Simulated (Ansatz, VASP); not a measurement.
# CuNi2: VASP beside Ansatz

```
CELL_PARAMETERS angstrom
4.33547 0.00000 0.00000
-2.16774 3.75463 0.00000
0.00000 0.00000 4.13708
ATOMIC_POSITIONS crystal
Cu 0.66667 0.33333 0.00000
Cu 0.33333 0.66667 0.00000
Ni 0.00000 0.00000 0.00000
Ni 0.00000 0.32778 0.50000
Ni 0.67222 0.67222 0.50000
Ni 0.32778 0.00000 0.50000
```

Alike in both runs: functional PBE; k mesh 12 × 12 × 10; occupations gaussian, width 0.1 eV; collinear spin.

Ansatz relaxed the structure, and its values are those at the end. VASP's run is a single point on that final structure, the one shown.

|  | VASP | Ansatz |
| --- | --- | --- |
| version | VASP 6.6.1 | Ansatz 0.2.0 |
| potentials or method | VASP PAW PBE potentials, release 64 (Cu, Ni), cutoff 520 eV | scalar-relativistic, plane waves, PAW |
| valence electrons in the cell | 62 | 110 |

```csv
,VASP,Ansatz,Ansatz less VASP
gap on the k mesh at the Fermi level (eV),none,none,-
pressure (GPa),0.2,0.0,-0.20
net moment per atom (μB),0.27,0.29,+0.012
size of the moment on the site where the two differ most (μB),0.45,0.48,+0.034
```

Site moments also hang on the region over which each program counts them. A gap of «none» marks a metal or a gap that the smearing closes. VASP's potentials hold 62 valence electrons a cell and Ansatz's 110, so a difference there can come from the potentials and not from the codes.
